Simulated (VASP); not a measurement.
Bi, 2 atoms in the cell. Symmetry: P6_3/mmc, No. 194, hexagonal system. Conventional cell: a = 3.105 Å, b = 3.105 Å, c = 4.910 Å, α = 90.00°, β = 90.00°, γ = 120.00°. Bi (site symmetry -6m2) has 12 Bi at 3.04 to 3.11 Å within 4.0 Å. 

* Program: VASP 6.6.1
* Task: single point
* Functional: PBEsol
* Potentials or basis: VASP PAW PBE potentials, release 64 (Bi_d)
* Cutoff: 520 eV
* k mesh: 12 × 12 × 7
* Occupations: fermi-dirac, width 0.1 eV
* Spin: no spin polarisation
* Dipole correction: no
* Further INCAR settings: ALGO = Normal; EDIFF = 1e-07; NBANDS = 22

Potentials or basis: VASP PAW PBE potentials, release 64 (Bi_d).

The run is started by

```sh
$ cat potpaw_PBE.64/Bi_d/POTCAR > POTCAR
$ mpirun -np 1 vasp_std > vasp.out
```

Hardware: 1 thread of Intel(R) Xeon(R) Platinum 8259CL CPU @ 2.50GHz (Skylake/Cascade Lake) (shared host).

Problem. Estimate the wall time of this run.

Solution. Wall time 35 s on 1 thread of Intel(R) Xeon(R) Platinum 8259CL CPU @ 2.50GHz (Skylake/Cascade Lake), with other jobs on the host, peak memory 0.19 GiB. Counts: scf iterations 12, k points 76.
